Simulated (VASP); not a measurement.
Input of a VASP 6.6.1 run:

Contents of INCAR:

```
  PREC = Accurate
  ENCUT = 520
  EDIFF = 1E-6
  ISMEAR = 0
  SIGMA = 0.15
  LREAL = False
  LASPH = True
  NELM = 100
  ALGO = Fast
  ISIF = 2
  LWAVE = False
  LCHARG = False
  GGA = PS
  NBANDS = 16
```

Contents of KPOINTS:

```
Automatic mesh
0
Gamma
  16 16 16
```

File POSCAR:

```
AlRu
1.0
    2.9916000000      0.0000000000      0.0000000000
    0.0000000000      2.9916000000      0.0000000000
    0.0000000000      0.0000000000      3.0514320000
Al Ru
1 1
Direct
    0.0000000000      0.0000000000      0.0000000000
    0.5000000000      0.5000000000      0.5000000000
```

Potentials or basis: VASP PAW PBE potentials, release 64 (Al, Ru_pv).

Command:

```console
$ cat potpaw_PBE.64/Al/POTCAR potpaw_PBE.64/Ru_pv/POTCAR > POTCAR
$ mpirun -np 1 vasp_std > vasp.out
```

Problem. What does it give for the pressure?

Solution. -7.1 GPa.

Stress tensor (GPa, compression positive):
```
-6.06  0.00  0.00
 0.00 -6.06  0.00
 0.00  0.00 -9.18
```

Caveat: the cell differs from its parent crystal (strain +0.0200 x Voigt [0, 0, 1, 0, 0, 0]); the PAW data sets were made with another functional, which shifts forces and pressure a little.
